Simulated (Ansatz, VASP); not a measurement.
One calculation of AlGa3N4, two programs

Contents of INCAR:

```
ALGO = Normal
EDIFF = 1E-6
EDIFFG = -0.001
ENCUT = 520
GGA = PS
IBRION = 2
ISIF = 2
ISMEAR = 0
LASPH = True
LCHARG = False
LREAL = False
LWAVE = False
NELM = 80
NSW = 80
PREC = Accurate
SIGMA = 0.01
```

KPOINTS

```
k-points
0
Gamma
  6 6 6
```

The input POSCAR:

```
AlGa3N4
1.0
    4.4375877940      0.0000000000      0.0000000000
    0.0000000000      4.4375877940      0.0000000000
    0.0000000000      0.0000000000      4.4375877940
Al Ga N
1 3 4
Direct
    0.0000000000      0.0000000000      0.0000000000
    0.5000000000      0.5000000000      0.0000000000
    0.5000000000      0.0000000000      0.5000000000
    0.0000000000      0.5000000000      0.5000000000
    0.7550308532      0.7550308532      0.2449691468
    0.7550308532      0.2449691468      0.7550308532
    0.2449691468      0.7550308532      0.7550308532
    0.2449691468      0.2449691468      0.2449691468
```

Input for Ansatz:

```yaml
crystal:
  lattice:
    - [4.437587794, 0.0, 0.0]
    - [0.0, 4.437587794, 0.0]
    - [0.0, 0.0, 4.437587794]
  atoms:
    - { symbol: Al, position: [0.0, 0.0, 0.0] }
    - { symbol: Ga, position: [0.5, 0.5, 0.0] }
    - { symbol: Ga, position: [0.5, 0.0, 0.5] }
    - { symbol: Ga, position: [0.0, 0.5, 0.5] }
    - { symbol: "N", position: [0.7550308532, 0.7550308532, 0.2449691468] }
    - { symbol: "N", position: [0.7550308532, 0.2449691468, 0.7550308532] }
    - { symbol: "N", position: [0.2449691468, 0.7550308532, 0.7550308532] }
    - { symbol: "N", position: [0.2449691468, 0.2449691468, 0.2449691468] }
basis:
  ecutwfc: 420
kpoints:
  mp_grid: { grid: [6, 6, 6] }
hamiltonian:
  xc: pbesol
scf:
  occupations: { method: fixed }
output:
  forces: true
  stress: true
  eigenvalues: true
  write_density: true
  write_potential: true
  elf: true
  volumetric_format: npy
relax:
  adjacent_minimum: "off"
  f_tol: 0.001
  max_steps: 60
```

Alike in both runs: task relaxation of the atoms; functional PBEsol; k mesh 6 × 6 × 6; no spin polarisation.

|  | VASP | Ansatz |
| --- | --- | --- |
| version | VASP 6.6.1 | Ansatz 0.2.0 |
| potentials or method | VASP PAW PBE potentials, release 64 (Al, Ga_d, N), cutoff 520 eV | scalar-relativistic, plane waves, PAW |
| occupations | gaussian, width 0.01 eV | fixed |
| valence electrons in the cell | 62 | 62 |

VASP gave:

| Property | Result |
| --- | --- |
| gap on the k mesh at the Fermi level, each at its own relaxed structure (eV) | 2.45 |

Problem. Estimate Ansatz's values.

Solution. gap on the k mesh at the Fermi level, each at its own relaxed structure (eV): 2.43.

VASP's potentials were made for PBE, not for PBEsol. Ansatz's warnings: stress scf threshold loose.
